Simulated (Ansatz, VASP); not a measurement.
SiO in VASP and in Ansatz

```
Si O
1.0
     2.81537    0.00000    0.00000
     0.00000    2.81537    0.00000
     0.00000    0.00000    2.81537
Si O
1 1
Direct
  0.00000 0.00000 0.00000
  0.50000 0.50000 0.50000
```

Change from the starting cell: species swapped into the TaRu type (P4/mmm, No. 123).

Alike in both runs: task relaxation of cell and atoms; functional PBE; k mesh 20 × 20 × 20; occupations gaussian, width 0.1 eV; no spin polarisation.

|  | VASP | Ansatz |
| --- | --- | --- |
| version | VASP 6.6.1 | Ansatz 0.2.0 |
| potentials or method | VASP PAW PBE potentials, release 64 (Si, O), cutoff 600 eV | scalar-relativistic, plane waves, PAW |
| valence electrons in the cell | 10 | 10 |

|  | VASP | Ansatz | Ansatz less VASP |
| --- | --- | --- | --- |
| gap on the k mesh at the Fermi level, each at its own relaxed structure (eV) | none | none | - |
| relaxed volume (Å³/atom) | 11.04 | 11.06 | +0.015 |
| relaxed cell length with the largest relative difference (Å) | 2.806 | 2.807 | +0.0013 |

A gap of «none» marks a metal or a gap that the smearing closes.
